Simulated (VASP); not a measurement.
Crystal: Fe.

```xyz
1
Lattice="-1.4430 1.4430 1.4430 1.4430 -1.4430 1.4430 1.4430 1.4430 -1.4430" Properties=species:S:1:pos:R:3 pbc="T T T"
Fe    0.0000    0.0000    0.0000
```

| Item | Value |
| --- | --- |
| Program | VASP 6.6.1 |
| Task | relaxation of cell and atoms |
| Functional | PBE |
| Dispersion | D3(BJ) |
| Potentials or basis | VASP PAW PBE potentials, release 64 (Fe) |
| Cutoff | 600 eV |
| k mesh | 13 × 13 × 13 |
| Occupations | fermi-dirac, width 0.05 eV |
| Spin | collinear spin, ferromagnetic start |
| Starting moments | [3.0] μB |

At the start: pressure -13.9 GPa; volume 12.02 Å³/atom.

How do energy, volume and symmetry change on relaxing?

Over 3 steps the energy falls by 51.0 meV/atom and the volume is 11.00 Å³/atom (-8.5 %); space group Im-3m (No. 229, to 0.05 Å); moment 2.09 μB per cell.

Step by step:
```tsv
step	energy change (eV)	largest force (eV/Å)	pressure (GPa)	volume (Å³)
1	0.0000	0.0000	-13.87	12.02
2	-0.0169	0.0000	16.63	10.30
3	-0.0510	0.0000	0.06	11.00
```

Final structure:
```
CELL_PARAMETERS angstrom
-1.40093 1.40093 1.40093
1.40093 -1.40093 1.40093
1.40093 1.40093 -1.40093
ATOMIC_POSITIONS crystal
Fe 0.00000 0.00000 0.00000
```

Caveat: pairwise dispersion overbinds metals, which lowers pressure and volume.
